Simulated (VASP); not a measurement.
# Re (Fm-3m) in VASP: a series of runs, part 2 of 4

VASP 6.6.1. The steps go on from the part before.

## (4) Single point, r2SCAN (14.41 Å³/atom)

This run uses another cell than the first one, of 14.41 Å³/atom.

POSCAR

```
Re
1.0
    0.0000000000      1.9316036683      1.9316036683
    1.9316036683      0.0000000000      1.9316036683
    1.9316036683      1.9316036683      0.0000000000
Re
1
Direct
    0.0000000000      0.0000000000      0.0000000000
```

INCAR.step1

```
PREC = Accurate ; ENCUT = 520
ISMEAR = 0 ; SIGMA = 0.05
LREAL = False ; LASPH = True
NELM = 60 ; NBANDS = 10
GGA = PE ; ALGO = Normal
EDIFF = 1E-4 ; LWAVE = True
LCHARG = False
```

INCAR.step2

```
PREC = Accurate ; ENCUT = 520
EDIFF = 1E-6 ; ISMEAR = 0
SIGMA = 0.05 ; LREAL = False
LASPH = True ; NELM = 60
ALGO = Normal ; ISIF = 2
LWAVE = False ; LCHARG = False
METAGGA = R2SCAN ; LMIXTAU = True
NBANDS = 10 ; ISTART = 1
```

KPOINTS

```
regular mesh
0
Gamma
  18 18 18
```

Potentials or basis: VASP PAW PBE potentials, release 64 (Re).

Run with:

```sh
$ cat potpaw_PBE.64/Re/POTCAR > POTCAR
$ cp INCAR.step1 INCAR
$ mpirun -np 1 vasp_std > vasp.out
$ cp INCAR.step2 INCAR
$ mpirun -np 1 vasp_std > vasp.out
```

OUTCAR:

```text
PREC = Accurate
   ENCUT = 520
   EDIFF = 1E-6
   ISMEAR = 0
   LREAL = False
   LASPH = True
   NELM = 60
   ISIF = 2
   METAGGA = R2SCAN
   ISTART = 1

 ion  position               nearest neighbor table
   1  0.000  0.000  0.000-

  LATTYP: Found a face centered cubic cell.
 ALAT       =     3.8632073366

  Lattice vectors:

 A1 = (   0.0000000000,   1.9316036683,   1.9316036683)
 A2 = (   1.9316036683,   0.0000000000,   1.9316036683)
 A3 = (   1.9316036683,   1.9316036683,   0.0000000000)

Analysis of symmetry for initial positions (statically):
=====================================================================
 Subroutine PRICEL returns:
 Original cell was already a primitive cell.

 Routine SETGRP: Setting up the symmetry group for a
 face centered cubic supercell.

 Subroutine GETGRP returns: Found 48 space group operations
 (whereof 48 operations were pure point group operations)
 out of a pool of 48 trial point group operations.

The static configuration has the point symmetry O_h .

Analysis of symmetry for dynamics (positions and initial velocities):
=====================================================================
 Subroutine PRICEL returns:
 Original cell was already a primitive cell.

 Routine SETGRP: Setting up the symmetry group for a
 face centered cubic supercell.

 Subroutine GETGRP returns: Found 48 space group operations
 (whereof 48 operations were pure point group operations)
 out of a pool of 48 trial point group operations.

The dynamic configuration has the point symmetry O_h .

 Subroutine INISYM returns: Found 48 space group operations
 (whereof 48 operations are pure point group operations),
 and found     1 'primitive' translations

----------------------------------------------------------------------------------------

                                     Primitive cell

  volume of cell :      14.4140

  direct lattice vectors                    reciprocal lattice vectors
     0.000000000  1.931603668  1.931603668    -0.258852273  0.258852273  0.258852273
     1.931603668  0.000000000  1.931603668     0.258852273 -0.258852273  0.258852273
     1.931603668  1.931603668  0.000000000     0.258852273  0.258852273 -0.258852273

  length of vectors
     2.731700105  2.731700105  2.731700105     0.448345288  0.448345288  0.448345288

  position of ions in fractional coordinates (direct lattice)
     0.000000000  0.000000000  0.000000000

  ion indices of the primitive-cell ions
   primitive index   ion index
                 1           1

----------------------------------------------------------------------------------------

 KPOINTS: regular mesh

Automatic generation of k-mesh.
 Grid dimensions read from file:
 generate k-points for:   18   18   18

 Generating k-lattice:

  Cartesian coordinates                     Fractional coordinates (reciprocal lattice)
    -0.014380682  0.014380682  0.014380682     0.055555556  0.000000000  0.000000000
     0.014380682 -0.014380682  0.014380682     0.000000000  0.055555556  0.000000000
     0.014380682  0.014380682 -0.014380682     0.000000000  0.000000000  0.055555556

  Length of vectors
     0.024908072  0.024908072  0.024908072

  Shift w.r.t. Gamma in fractional coordinates (k-lattice)
     0.000000000  0.000000000  0.000000000

 Subroutine IBZKPT returns following result:
 ===========================================

 Found    195 irreducible k-points:

 Following reciprocal coordinates:
            Coordinates               Weight
  0.000000  0.000000  0.000000      1.000000
  0.055556  0.000000  0.000000      8.000000
  0.111111  0.000000  0.000000      8.000000
  0.166667  0.000000  0.000000      8.000000
  0.222222  0.000000  0.000000      8.000000
  0.277778  0.000000  0.000000      8.000000
[... 16 lines left out ...]
 -0.277778  0.055556  0.000000     24.000000
 -0.222222  0.055556  0.000000     24.000000
 [... further k-points ...]
   k-points           NKPTS =    195   k-points in BZ     NKDIM =    195   number of bands    NBANDS=     10
   number of dos      NEDOS =    301   number of ions     NIONS =      1
   total plane-waves  NPLWV =   8000
   dimension x,y,z NGX =    20 NGY =   20 NGZ =   20
   dimension x,y,z NGXF=    40 NGYF=   40 NGZF=   40
   ions per type =               1
   NGX,Y,Z   is equivalent  to a cutoff of  12.17, 12.17, 12.17 a.u.
   NGXF,Y,Z  is equivalent  to a cutoff of  24.34, 24.34, 24.34 a.u.
 SYSTEM =  unknown system
   PREC   = accura    normal or accurate (medium, high low for compatibility)
   ISTART =      1    job   : 0-new  1-cont  2-samecut
   ICHARG =      0    charge: 1-file 2-atom 10-const
   ISPIN  =      1    spin polarized calculation?
   LNONCOLLINEAR =      F non collinear calculations
   LSORBIT =      F    spin-orbit coupling
   LASPH  =      T    aspherical Exc in radial PAW
   ENCUT  =  520.0 eV  38.22 Ry    6.18 a.u.   5.08  5.08  5.08*2*pi/ulx,y,z
   NELM   =     60;   NELMIN=  2; NELMDL=  0     # of ELM steps
   EDIFF  = 0.1E-05   stopping-criterion for ELM
   LREAL  =      F    real-space projection
   EDIFFG = 0.1E-04   stopping-criterion for IOM
   NSW    =      0    number of steps for IOM
   IBRION =     -1    ionic relax: 0-MD 1-quasi-New 2-CG
   NFREE  =      0    steps in history (QN), initial steepest desc. (CG)
   ISIF   =      2    stress and relaxation
   ISYM   =      2    0-nonsym 1-usesym 2-fastsym
   POTIM  = 0.5000    time-step for ionic-motion
   TEBEG  =    0.0;   TEEND  =   0.0 temperature during run
   PSTRESS=    0.0 pullay stress
   NELECT =       7.0000    total number of electrons
   NUPDOWN=      -1.0000    fix difference up-down
   EMIN   =  10.00;   EMAX   =-10.00  energy-range for DOS
   EFERMI =   0.00;   METHOD = LEGACY
   ISMEAR =     0;   SIGMA  =   0.05  broadening in eV -4-tet -1-fermi 0-gaus
   EFERMI_NEDOS =   21; number of points for ismear=-14 and -15
   IALGO  =     38    algorithm
   IMIX   =      4    mixing-type and parameters
     AMIX     =   0.40;   BMIX     =  1.00
     AMIX_MAG =   1.60;   BMIX_MAG =  1.00
  volume/ion in A,a.u.               =      14.41        97.27
  Fermi-wavevector in a.u.,A,eV,Ry     =   1.286805  2.431709 22.529449  1.655868
  Thomas-Fermi vector in A             =   2.418858
   LORBIT       =      0    0 simple, 1 ext, 2 COOP (PROOUT), +10 PAW based schemes
   METAGGA = R2SCAN    functional components
   LHFCALC =     F    Hartree Fock is set to
   AEXX    =    0.0000 exact exchange contribution
   IVDW    =     0    specifies the selected vdW correction
   LEPSILON=     F    determine dielectric tensor
   LRPA    =     F    only Hartree local field effects (RPA)
 non-spin polarized calculation
 Gauss-broadening in eV      SIGMA  =   0.05
  energy-cutoff  :      520.00
  volume of cell :       14.41
 maximum number of plane-waves:       397
   NGX = 11   NGY = 11   NGZ = 11

 number of electron       7.0000001 magnetization

 Free energy of the ion-electron system (eV)
  ---------------------------------------------------
  ext. energy  EPLUGINS =         0.00000000
  ---------------------------------------------------
  free energy    TOTEN  =       -52.38052273 eV

  energy without entropy =      -52.37960369  energy(sigma->0) =      -52.38006321

 E-fermi :   8.2353     XC(G=0): -15.1228

 val. band max:        8.2255996842   @ k =  -0.3889   0.2778   0.0556
 cond. band min:       8.2770938152   @ k =   0.4444   0.3889   0.0556
 fundamental gap:      0.0514941310
 Fermi energy:         8.2352629472

 k-point     1 :       0.0000    0.0000    0.0000
  band No.  band energies     occupation
      1      -2.5510      2.00000
      2       6.1555      2.00000
      3       6.1555      2.00000
      4       6.1555      2.00000
      5       9.6660      0.00000
      6       9.6660      0.00000
      7      22.7688      0.00000
      8      28.9986      0.00000
      9      28.9986      0.00000
     10      28.9986      0.00000
[... 287 lines left out ...]
 k-point    24 :      -0.2222    0.0556    0.0000
  band No.  band energies     occupation
      1      -0.0872      2.00000
      2       5.1023      2.00000
      3       6.6732      2.00000
      4       6.8170      2.00000
      5       9.1648      0.00000
      6      10.2915      0.00000
      7      23.3400      0.00000
      8      26.9849      0.00000
      9      32.1827      0.00000
     10      33.5892      0.00000

 [... further k-points ...]

------------------------ aborting loop because EDIFF is reached ----------------------------------------

  FORCE on cell =-STRESS in cart. coord.  units (eV):
  Direction    XX          YY          ZZ          XY          YZ          ZX
  --------------------------------------------------------------------------------------
  -------------------------------------------------------------------------------------
  Total        0.8634780      0.8634780      0.8634780     -0.0000000      0.0000000      0.0000000
  in kB       95.9793438     95.9793438     95.9793438     -0.0000000      0.0000000      0.0000000
  external PRESSURE =      95.9793438 kB  Pullay stress =       0.0000000 kB

 VOLUME and BASIS-vectors are now :
 -----------------------------------------------------------------------------
  energy-cutoff  :      520.00
  volume of cell :       14.41
      direct lattice vectors                 reciprocal lattice vectors
     0.000000000  1.931603668  1.931603668    -0.258852273  0.258852273  0.258852273
     1.931603668  0.000000000  1.931603668     0.258852273 -0.258852273  0.258852273
     1.931603668  1.931603668  0.000000000     0.258852273  0.258852273 -0.258852273

 POSITION                                       TOTAL-FORCE (eV/Angst)
 -----------------------------------------------------------------------------------
      0.00000      0.00000      0.00000         0.000000      0.000000      0.000000
 -----------------------------------------------------------------------------------
    total drift:                               -0.000000     -0.000000     -0.000000

  FREE ENERGIE OF THE ION-ELECTRON SYSTEM (eV)
  ---------------------------------------------------
  free  energy   TOTEN  =       -52.3805227253 eV

  energy  without entropy=      -52.3796036866  energy(sigma->0) =      -52.38006321
```

OSZICAR.step1:

```text
N       E                     dE             d eps       ncg     rms          rms(c)
DAV:   1     0.580561750785E+01    0.58056E+01   -0.34369E+03  6114   0.775E+02
DAV:   2    -0.125909469592E+02   -0.18397E+02   -0.17076E+02  6000   0.165E+02
DAV:   3    -0.130132444929E+02   -0.42230E+00   -0.41445E+00  6390   0.415E+01
DAV:   4    -0.130158845229E+02   -0.26400E-02   -0.26375E-02  6290   0.162E+00
DAV:   5    -0.138761866706E+02   -0.86030E+00   -0.85725E+00  5418   0.347E-02    0.316E+01
DAV:   6    -0.125249123944E+02    0.13513E+01   -0.84789E+00  6144   0.171E+01    0.133E+01
DAV:   7    -0.123408833695E+02    0.18403E+00   -0.30767E-01  6224   0.142E+01    0.615E-01
DAV:   8    -0.123348668884E+02    0.60165E-02   -0.31537E-03  5888   0.510E-01    0.189E-01
DAV:   9    -0.123344319422E+02    0.43495E-03   -0.32217E-04  5038   0.137E-01    0.223E-02
DAV:  10    -0.123344415318E+02   -0.95896E-05   -0.13441E-05  2394   0.272E-02
   1 F= -.12334442E+02 E0= -.12333944E+02  d E =-.995719E-03
```

It took 1.9 min on 1 thread of AMD EPYC 7R13, shared host; peak memory 0.12 GiB.

Results:

- Free energy: -52.3805 eV
- Pressure: 9.6 GPa
- Band gap on the k mesh: zero (an odd number of electrons rules out a gap without spin polarisation)

Levels at points of the mesh, in eV from the Fermi level:
```tsv
k point	band 2	band 3	band 4	band 5	band 6	band 7
(0.00, 0.00, 0.00)	-2.08	-2.08	-2.08	1.43	1.43	14.53
(0.50, 0.00, 0.00)	-2.25	-2.25	0.15	4.09	4.09	10.81
(0.50, 0.50, 0.00)	-6.46	2.94	4.10	4.84	4.84	13.09
```

Caveat: the cell stands under pressure; the PAW data sets were made with another functional, which shifts forces and pressure a little; spin-orbit coupling is left out, which moves the levels of the heavy elements.

(Continued in part 3 of 4.)
